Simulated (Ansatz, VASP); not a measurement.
# Two plane-wave programs on Sn

POSCAR

```
Sn
1.0
    0.0000000000      3.1816026853      3.1816026853
    3.1816026853      0.0000000000      3.1816026853
    3.1816026853      3.1816026853      0.0000000000
Sn
2
Direct
    0.0000000000      0.0000000000      0.0000000000
    0.2500000000      0.2500000000      0.2500000000
```

The input INCAR.step1:

```
PREC = Accurate
ENCUT = 520
ISMEAR = 0
SIGMA = 0.1
LREAL = False
LASPH = True
NELM = 60
NBANDS = 21
GGA = PE
ALGO = Normal
EDIFF = 1E-4
LWAVE = True
LCHARG = False
```

File INCAR.step2:

```
PREC = Accurate
ENCUT = 520
EDIFF = 1E-7
ISMEAR = 0
SIGMA = 0.1
LREAL = False
LASPH = True
NELM = 60
ALGO = Normal
ISIF = 2
LWAVE = False
LCHARG = False
METAGGA = R2SCAN
LMIXTAU = True
NBANDS = 21
ISTART = 1
```

File KPOINTS:

```
regular mesh
0
Gamma
  12 12 12
```

Input for Ansatz:

```yaml
crystal:
  lattice:
    - [0.0, 3.1816026853, 3.1816026853]
    - [3.1816026853, 0.0, 3.1816026853]
    - [3.1816026853, 3.1816026853, 0.0]
  atoms:
    - { symbol: Sn, position: [0.0, 0.0, 0.0] }
    - { symbol: Sn, position: [0.25, 0.25, 0.25] }
basis:
  ecutwfc: 500
kpoints:
  mp_grid: { grid: [12, 12, 12] }
hamiltonian:
  xc: r2scan
scf:
  occupations: { method: gaussian, width: 0.1 }
output:
  forces: true
  stress: true
  eigenvalues: true
```

Alike in both runs: task single point; functional r2SCAN; k mesh 12 × 12 × 12; occupations gaussian, width 0.1 eV; no spin polarisation.

```csv
,VASP,Ansatz
version,VASP 6.6.1,Ansatz 0.2.0
potentials or method,"VASP PAW PBE potentials, release 64 (Sn_d), cutoff 520 eV","scalar-relativistic, plane waves, PAW"
valence electrons in the cell,28,28
```

|  | VASP | Ansatz | Ansatz less VASP |
| --- | --- | --- | --- |
| gap on the k mesh at the Fermi level (eV) | 0.08 | 0.08 | -0.001 |
| least direct gap on the mesh (eV) | 0.08 | 0.08 | -0.001 |
| pressure (GPa) | 5.1 | 5.1 | +0.01 |

VASP's potentials were made for PBE, not for r2SCAN.
